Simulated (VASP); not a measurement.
# HgTe (F-43m) in VASP: a series of runs

HgTe is run at these levels: r2SCAN+rVV10, PBE+D3(BJ), PBEsol, PBE; tasks: single point.

All numbers are computed with VASP 6.6.1; they aren't measurements. Logs are shortened: lines on timing, memory, paths and dates and some standing lists are left out, and cuts for length are marked.

**1. The cell of the first run**

Symmetry: F-43m, No. 216, cubic system. The conventional cell has a = 6.615 Å, b = 6.615 Å, c = 6.615 Å, α = 90.00°, β = 90.00°, γ = 90.00°. Within 3.8 Å of Hg (site symmetry -43m) lie 4 Te at 2.86 Å. Within 3.8 Å of Te (site symmetry -43m) lie 4 Hg at 2.86 Å.

**2. Single point, r2SCAN+rVV10 (volume scaled by 1.04)**

POSCAR

```
HgTe
1.0
    0.0000000000      3.3072793109      3.3072793109
    3.3072793109      0.0000000000      3.3072793109
    3.3072793109      3.3072793109      0.0000000000
Hg Te
1 1
Direct
    0.0000000000      0.0000000000      0.0000000000
    0.2500000000      0.2500000000      0.2500000000
```

INCAR.step1

```
  PREC = Accurate
  ENCUT = 520
  ISMEAR = 0
  SIGMA = 0.05
  LREAL = False
  LASPH = True
  NELM = 80
  NBANDS = 16
  GGA = PE
  ALGO = Normal
  EDIFF = 1E-4
  LWAVE = True
  LCHARG = False
```

INCAR.step2

```
  PREC = Accurate
  ENCUT = 520
  EDIFF = 1E-7
  ISMEAR = 0
  SIGMA = 0.05
  LREAL = False
  LASPH = True
  NELM = 80
  ALGO = Normal
  ISIF = 2
  LWAVE = False
  LCHARG = False
  METAGGA = R2SCAN
  LMIXTAU = True
  LUSE_VDW = True
  IVDW_NL = 2
  BPARAM = 11.95
  CPARAM = 0.0093
  NBANDS = 16
  ISTART = 1
```

KPOINTS

```
regular mesh
0
Gamma
  6 6 6
```

Potentials or basis: VASP PAW PBE potentials, release 64 (Hg, Te).

Launch:

```bash
> cat potpaw_PBE.64/Hg/POTCAR potpaw_PBE.64/Te/POTCAR > POTCAR
> cp INCAR.step1 INCAR
> mpirun -np 1 vasp_std > vasp.out
> cp INCAR.step2 INCAR
> mpirun -np 1 vasp_std > vasp.out
```

OUTCAR:

```text
PREC = Accurate
   ENCUT = 520
   EDIFF = 1E-7
   ISMEAR = 0
   LREAL = False
   LASPH = True
   NELM = 80
   ISIF = 2
   METAGGA = R2SCAN
   IVDW_NL = 2
   BPARAM = 11.95
   ISTART = 1

 ion  position               nearest neighbor table
   1  0.000  0.000  0.000-   2 2.86   2 2.86   2 2.86   2 2.86
   2  0.250  0.250  0.250-   1 2.86   1 2.86   1 2.86   1 2.86

  LATTYP: Found a face centered cubic cell.
 ALAT       =     6.6145586218

  Lattice vectors:

 A1 = (   0.0000000000,   3.3072793109,   3.3072793109)
 A2 = (   3.3072793109,   0.0000000000,   3.3072793109)
 A3 = (   3.3072793109,   3.3072793109,   0.0000000000)

Analysis of symmetry for initial positions (statically):
=====================================================================
 Subroutine PRICEL returns:
 Original cell was already a primitive cell.

 Routine SETGRP: Setting up the symmetry group for a
 face centered cubic supercell.

 Subroutine GETGRP returns: Found 24 space group operations
 (whereof 24 operations were pure point group operations)
 out of a pool of 48 trial point group operations.

The static configuration has the point symmetry T_d .

Analysis of symmetry for dynamics (positions and initial velocities):
=====================================================================
 Subroutine PRICEL returns:
 Original cell was already a primitive cell.

 Routine SETGRP: Setting up the symmetry group for a
 face centered cubic supercell.

 Subroutine GETGRP returns: Found 24 space group operations
 (whereof 24 operations were pure point group operations)
 out of a pool of 48 trial point group operations.

The dynamic configuration has the point symmetry T_d .

 Subroutine INISYM returns: Found 24 space group operations
 (whereof 24 operations are pure point group operations),
 and found     1 'primitive' translations

----------------------------------------------------------------------------------------

                                     Primitive cell

  volume of cell :      72.3507

  direct lattice vectors                    reciprocal lattice vectors
     0.000000000  3.307279311  3.307279311    -0.151181667  0.151181667  0.151181667
     3.307279311  0.000000000  3.307279311     0.151181667 -0.151181667  0.151181667
     3.307279311  3.307279311  0.000000000     0.151181667  0.151181667 -0.151181667

  length of vectors
     4.677199256  4.677199256  4.677199256     0.261854329  0.261854329  0.261854329

  position of ions in fractional coordinates (direct lattice)
     0.000000000  0.000000000  0.000000000
     0.250000000  0.250000000  0.250000000

  ion indices of the primitive-cell ions
   primitive index   ion index
                 1           1
                 2           2

----------------------------------------------------------------------------------------

 KPOINTS: regular mesh

Automatic generation of k-mesh.
 Grid dimensions read from file:
 generate k-points for:    6    6    6

 Generating k-lattice:

  Cartesian coordinates                     Fractional coordinates (reciprocal lattice)
    -0.025196945  0.025196945  0.025196945     0.166666667  0.000000000  0.000000000
     0.025196945 -0.025196945  0.025196945     0.000000000  0.166666667  0.000000000
     0.025196945  0.025196945 -0.025196945     0.000000000  0.000000000  0.166666667

  Length of vectors
     0.043642388  0.043642388  0.043642388

  Shift w.r.t. Gamma in fractional coordinates (k-lattice)
     0.000000000  0.000000000  0.000000000

 Subroutine IBZKPT returns following result:
 ===========================================

 Found     16 irreducible k-points:

 Following reciprocal coordinates:
            Coordinates               Weight
  0.000000  0.000000  0.000000      1.000000
  0.166667  0.000000  0.000000      8.000000
  0.333333  0.000000  0.000000      8.000000
  0.500000  0.000000  0.000000      4.000000
  0.166667  0.166667  0.000000      6.000000
  0.333333  0.166667  0.000000     24.000000
[... 8 lines left out ...]
 -0.333333  0.333333  0.166667     24.000000
 -0.333333  0.500000  0.166667     12.000000
   k-points           NKPTS =     16   k-points in BZ     NKDIM =     16   number of bands    NBANDS=     16
   number of dos      NEDOS =    301   number of ions     NIONS =      2
   total plane-waves  NPLWV =  46656
   dimension x,y,z NGX =    36 NGY =   36 NGZ =   36
   dimension x,y,z NGXF=    72 NGYF=   72 NGZF=   72
   ions per type =               1   1
   NGX,Y,Z   is equivalent  to a cutoff of  12.80, 12.80, 12.80 a.u.
   NGXF,Y,Z  is equivalent  to a cutoff of  25.59, 25.59, 25.59 a.u.
 SYSTEM =  unknown system
   PREC   = accura    normal or accurate (medium, high low for compatibility)
   ISTART =      1    job   : 0-new  1-cont  2-samecut
   ICHARG =      0    charge: 1-file 2-atom 10-const
   ISPIN  =      1    spin polarized calculation?
   LNONCOLLINEAR =      F non collinear calculations
   LSORBIT =      F    spin-orbit coupling
[... 125 lines left out ...]
      4      -4.8703      2.00000
      5      -4.6176      2.00000
      6      -4.5891      2.00000
[... 8 lines left out ...]
     15      11.8098      0.00000
     16      12.2438      0.00000

 k-point     7 :       0.5000    0.1667    0.0000
  band No.  band energies     occupation
      1      -9.2113      2.00000
      2      -4.9699      2.00000
      3      -4.9411      2.00000
      4      -4.6552      2.00000
      5      -4.5912      2.00000
      6      -4.3559      2.00000
[... 8 lines left out ...]
     15      12.0972      0.00000
     16      12.7039      0.00000

 k-point     8 :      -0.3333    0.1667    0.0000
  band No.  band energies     occupation
      1      -9.2580      2.00000
      2      -4.9679      2.00000
      3      -4.9676      2.00000
      4      -4.6418      2.00000
      5      -4.6196      2.00000
      6      -4.4935      2.00000
[... 8 lines left out ...]
     15      11.2998      0.00000
     16      12.5697      0.00000

 k-point     9 :      -0.1667    0.1667    0.0000
  band No.  band energies     occupation
      1      -9.4833      2.00000
      2      -5.0326      2.00000
      3      -5.0084      2.00000
      4      -4.9234      2.00000
      5      -4.6311      2.00000
      6      -4.5954      2.00000
[... 8 lines left out ...]
     15      11.3700      0.00000
     16      11.5728      0.00000

 k-point    10 :       0.3333    0.3333    0.0000
  band No.  band energies     occupation
      1      -9.2614      2.00000
      2      -4.9347      2.00000
      3      -4.8848      2.00000
      4      -4.8848      2.00000
      5      -4.5723      2.00000
      6      -4.5660      2.00000
[... 8 lines left out ...]
     15      12.6300      0.00000
     16      13.8669      0.00000

 k-point    11 :       0.5000    0.3333    0.0000
  band No.  band energies     occupation
      1      -9.1207      2.00000
      2      -4.9132      2.00000
      3      -4.8437      2.00000
      4      -4.7694      2.00000
      5      -4.5740      2.00000
      6      -4.2965      2.00000
[... 8 lines left out ...]
     15      12.9467      0.00000
     16      13.7220      0.00000

 k-point    12 :      -0.3333    0.3333    0.0000
  band No.  band energies     occupation
      1      -9.1202      2.00000
      2      -4.9276      2.00000
      3      -4.8822      2.00000
      4      -4.6653      2.00000
      5      -4.6054      2.00000
      6      -4.2041      2.00000
[... 8 lines left out ...]
     15      11.5462      0.00000
     16      14.2172      0.00000

 k-point    13 :       0.5000    0.5000    0.0000
  band No.  band energies     occupation
      1      -9.0729      2.00000
      2      -4.8953      2.00000
      3      -4.7970      2.00000
      4      -4.7970      2.00000
      5      -4.5583      2.00000
      6      -4.2077      2.00000
[... 8 lines left out ...]
     15      12.9184      0.00000
     16      13.9131      0.00000

 k-point    14 :       0.5000    0.3333    0.1667
  band No.  band energies     occupation
      1      -9.2141      2.00000
      2      -4.9410      2.00000
      3      -4.9189      2.00000
      4      -4.7376      2.00000
      5      -4.5918      2.00000
      6      -4.4670      2.00000
[... 8 lines left out ...]
     15      12.7056      0.00000
     16      13.5101      0.00000

 k-point    15 :      -0.3333    0.3333    0.1667
  band No.  band energies     occupation
      1      -9.1202      2.00000
      2      -4.9178      2.00000
      3      -4.8922      2.00000
      4      -4.6570      2.00000
      5      -4.6189      2.00000
      6      -4.1902      2.00000
[... 8 lines left out ...]
     15      12.8192      0.00000
     16      13.4960      0.00000

 k-point    16 :      -0.3333    0.5000    0.1667
  band No.  band energies     occupation
      1      -9.0736      2.00000
      2      -4.8898      2.00000
      3      -4.8455      2.00000
      4      -4.7191      2.00000
      5      -4.5965      2.00000
      6      -4.1052      2.00000
[... 8 lines left out ...]
     15      13.3456      0.00000
     16      13.6237      0.00000

------------------------ aborting loop because EDIFF is reached ----------------------------------------

  FORCE on cell =-STRESS in cart. coord.  units (eV):
  Direction    XX          YY          ZZ          XY          YZ          ZX
  --------------------------------------------------------------------------------------
  -------------------------------------------------------------------------------------
  Total       -0.5811116     -0.5811116     -0.5811116     -0.0000000      0.0000000      0.0000000
  in kB      -12.8684881    -12.8684881    -12.8684881     -0.0000000      0.0000000      0.0000000
  external PRESSURE =     -12.8684881 kB  Pullay stress =       0.0000000 kB

 VOLUME and BASIS-vectors are now :
 -----------------------------------------------------------------------------
  energy-cutoff  :      520.00
  volume of cell :       72.35
      direct lattice vectors                 reciprocal lattice vectors
     0.000000000  3.307279311  3.307279311    -0.151181667  0.151181667  0.151181667
     3.307279311  0.000000000  3.307279311     0.151181667 -0.151181667  0.151181667
     3.307279311  3.307279311  0.000000000     0.151181667  0.151181667 -0.151181667

 POSITION                                       TOTAL-FORCE (eV/Angst)
 -----------------------------------------------------------------------------------
      0.00000      0.00000      0.00000        -0.000000     -0.000000     -0.000000
      1.65364      1.65364      1.65364         0.000000      0.000000      0.000000
 -----------------------------------------------------------------------------------
    total drift:                                0.000000      0.000000      0.000000

  FREE ENERGIE OF THE ION-ELECTRON SYSTEM (eV)
  ---------------------------------------------------
  free  energy   TOTEN  =       -74.6085629475 eV

  energy  without entropy=      -74.6082058588  energy(sigma->0) =      -74.60838440
```

Wall time 3.4 min (1 thread of Intel Xeon Platinum 8488C (Sapphire Rapids), shared host); peak memory 0.4 GiB.

Results:

* Free energy: -74.6086 eV
* Pressure: -1.3 GPa
* Band gap on the k mesh: zero (filled and empty bands touch)

Levels at points of the mesh, in eV from the Fermi level:
| k point | band 6 | band 7 | band 8 | band 9 | band 10 | band 11 | band 12 | band 13 |
| --- | --- | --- | --- | --- | --- | --- | --- | --- |
| (0.00, 0.00, 0.00) | -6.78 | -0.63 | -0.02 | -0.02 | -0.02 | 4.65 | 4.65 | 4.65 |
| (0.50, 0.00, 0.00) | -6.50 | -5.22 | -0.91 | -0.91 | 0.89 | 5.39 | 5.39 | 6.99 |
| (0.50, 0.50, 0.00) | -6.37 | -5.22 | -2.09 | -2.09 | 2.04 | 2.80 | 8.33 | 9.12 |

Caveat: the cell differs from its parent crystal (volume scaled by 1.04); the PAW data sets were made with another functional, which shifts forces and pressure a little; spin-orbit coupling is left out, which moves the levels of the heavy elements.

**3. Single point, PBE+D3(BJ)**

This run uses another cell than the first one, of 34.01 Å³/atom, 0.940 times its volume.

INCAR

```
SYSTEM = HgTe
PREC     = Accurate       ! precision mode
ENCUT    = 500            ! plane-wave cutoff, eV
EDIFF    = 1E-6           ! SCF threshold, eV
ISMEAR   = 0              ! smearing method
SIGMA    = 0.05           ! smearing width, eV
LREAL    = .False.        ! projectors in reciprocal space
LASPH    = .True.         ! aspherical terms in the spheres
NELM     = 120            ! most SCF steps
ALGO     = Normal         ! electronic algorithm
ISIF     = 2              ! what is computed and relaxed
LWAVE    = .False.        ! write WAVECAR
LCHARG   = .True.         ! write CHGCAR
GGA      = PE             ! functional
IVDW     = 12             ! dispersion correction
LELF     = .True.         ! ELF
LVHAR    = .True.       
NBANDS   = 16             ! bands
GGA_COMPAT= .False.
```

KPOINTS

```
Automatic mesh
0
Gamma
  6 6 6
  0 0 0
```

POSCAR

```
HgTe
1.0
    0.0000000000      3.2400042359      3.2400042359
    3.2400042359      0.0000000000      3.2400042359
    3.2400042359      3.2400042359      0.0000000000
Hg Te
1 1
Direct
    0.0000000000      0.0000000000      0.0000000000
    0.2500000000      0.2500000000      0.2500000000
```

Potentials or basis: VASP PAW PBE potentials, release 64 (Hg, Te).

Launch:

```bash
> cat potpaw_PBE.64/Hg/POTCAR potpaw_PBE.64/Te/POTCAR > POTCAR
> mpirun -np 1 vasp_std > vasp.out
```

Run time: 11 s. Hardware: 1 thread of Intel Xeon Platinum 8488C (Sapphire Rapids), shared host; peak memory 0.21 GiB.

The run converged. Its results:

```
Free energy                : -4.2985 eV
Pressure                   : 1.4 GPa
Band gap on the k mesh     : zero (filled and empty bands touch)
Dispersion energy per atom : -0.357 eV
```

Levels at points of the mesh, in eV from the Fermi level:
| k point | band 5 | band 6 | band 7 | band 8 | band 9 | band 10 | band 11 | band 12 | band 13 | band 14 |
| --- | --- | --- | --- | --- | --- | --- | --- | --- | --- | --- |
| (0.00, 0.00, 0.00) | -6.81 | -6.81 | -0.76 | -0.02 | -0.02 | -0.02 | 4.23 | 4.23 | 4.23 | 6.47 |
| (0.50, 0.00, 0.00) | -6.79 | -6.51 | -5.46 | -0.99 | -0.99 | 0.69 | 5.02 | 5.02 | 6.85 | 7.87 |
| (0.50, 0.50, 0.00) | -6.75 | -6.36 | -5.41 | -2.26 | -2.26 | 1.89 | 2.49 | 8.18 | 8.81 | 8.81 |

Caveat: three body term missing; spin-orbit coupling is left out, which moves the levels of the heavy elements; pairwise dispersion overbinds metals, which lowers pressure and volume.

**4. Single point, PBEsol**

This run uses another cell than the first one, of 33.80 Å³/atom, 0.934 times its volume.

INCAR

```
  PREC = Accurate
  ENCUT = 500
  EDIFF = 1E-6
  ISMEAR = 0
  SIGMA = 0.05
  LREAL = False
  LASPH = True
  NELM = 120
  ALGO = Normal
  ISIF = 2
  LWAVE = False
  LCHARG = False
  GGA = PS
  NBANDS = 16
  GGA_COMPAT = False
```

KPOINTS

```
Automatic mesh
0
Gamma
  6 6 6
```

POSCAR

```
HgTe
1.0
    0.0000000000      3.2333956859      3.2333956859
    3.2333956859      0.0000000000      3.2333956859
    3.2333956859      3.2333956859      0.0000000000
Hg Te
1 1
Direct
    0.0000000000      0.0000000000      0.0000000000
    0.2500000000      0.2500000000      0.2500000000
```

Launch:

```bash
> cat potpaw_PBE.64/Hg/POTCAR potpaw_PBE.64/Te/POTCAR > POTCAR
> mpirun -np 1 vasp_std > vasp.out
```

It took 10 s on 1 thread of Intel Xeon Platinum 8488C (Sapphire Rapids), shared host; peak memory 0.2 GiB.

The run converged. Its results:

```
Free energy            : -4.3590 eV
Pressure               : 1.1 GPa
Band gap on the k mesh : zero (filled and empty bands touch)
```

Levels at points of the mesh, in eV from the Fermi level:
```csv
k point,band 6,band 7,band 8,band 9,band 10,band 11,band 12,band 13
"(0.00, 0.00, 0.00)",-6.82,-0.83,-0.02,-0.02,-0.02,4.16,4.16,4.16
"(0.50, 0.00, 0.00)",-6.52,-5.55,-1.01,-1.01,0.62,4.96,4.96,6.71
"(0.50, 0.50, 0.00)",-6.38,-5.48,-2.31,-2.31,1.82,2.36,8.08,8.79
```

Caveat: the PAW data sets were made with another functional, which shifts forces and pressure a little; spin-orbit coupling is left out, which moves the levels of the heavy elements.

**5. Single point, PBE**

This run uses another cell than the first one, of 33.50 Å³/atom, 0.926 times its volume.

INCAR

```
PREC = Accurate
ENCUT = 500
EDIFF = 1E-6
ISMEAR = -4
SIGMA = 0.1
LREAL = False
LASPH = True
NELM = 120
ALGO = Normal
ISIF = 2
LWAVE = False
LCHARG = False
GGA = PE
NBANDS = 16
GGA_COMPAT = False
```

KPOINTS is that of step 4.

POSCAR

```
HgTe
1.0
    0.0000000000      3.2234988908      3.2234988908
    3.2234988908      0.0000000000      3.2234988908
    3.2234988908      3.2234988908      0.0000000000
Hg Te
1 1
Direct
    0.0000000000      0.0000000000      0.0000000000
    0.2500000000      0.2500000000      0.2500000000
```

Launch:

```bash
> cat potpaw_PBE.64/Hg/POTCAR potpaw_PBE.64/Te/POTCAR > POTCAR
> mpirun -np 1 vasp_std > vasp.out
```

Wall time 13 s (1 thread of Intel Xeon Platinum 8488C (Sapphire Rapids), shared host); peak memory 0.2 GiB.

The run converged. Its results:

* Free energy: -3.5592 eV
* Pressure: 4.2 GPa
* Band gap on the k mesh: zero (filled and empty bands touch)

Levels at points of the mesh, in eV from the Fermi level:
```
           k point  band 7  band 8  band 9  band 10  band 11  band 12
(0.00, 0.00, 0.00)   -0.71    0.00    0.00     0.00     4.21     4.21
(0.50, 0.00, 0.00)   -5.55   -1.00   -1.00     0.70     5.02     5.02
(0.50, 0.50, 0.00)   -5.48   -2.31   -2.31     1.89     2.46     8.25
```

Caveat: spin-orbit coupling is left out, which moves the levels of the heavy elements.

**6. The runs side by side**

```csv
level,cell,cutoff (eV),smearing,gap on the mesh (eV),pressure (GPa)
r2SCAN+rVV10,"a = 4.677 Å, angles 60.0°, 2 atoms",520,gaussian 0.05 eV,none,-1.3
PBE+D3(BJ),"a = 4.582 Å, angles 60.0°, 2 atoms",500,gaussian 0.05 eV,none,1.4
PBEsol,"a = 4.573 Å, angles 60.0°, 2 atoms",500,gaussian 0.05 eV,none,1.1
PBE,"a = 4.559 Å, angles 60.0°, 2 atoms",500,tetrahedron,none,4.2
```

Alike in all rows: task single point; potentials or basis VASP PAW PBE potentials, release 64 (Hg, Te); no spin polarisation; k mesh 6 × 6 × 6.

Caveats: spin-orbit coupling is left out, which moves the levels of the heavy elements; the PAW data sets were made with another functional, which shifts forces and pressure a little (some runs); three body term missing (some runs); pairwise dispersion overbinds metals, which lowers pressure and volume (some runs).

Total energies depend on the potentials used, so only differences within one code and one set of settings carry meaning.
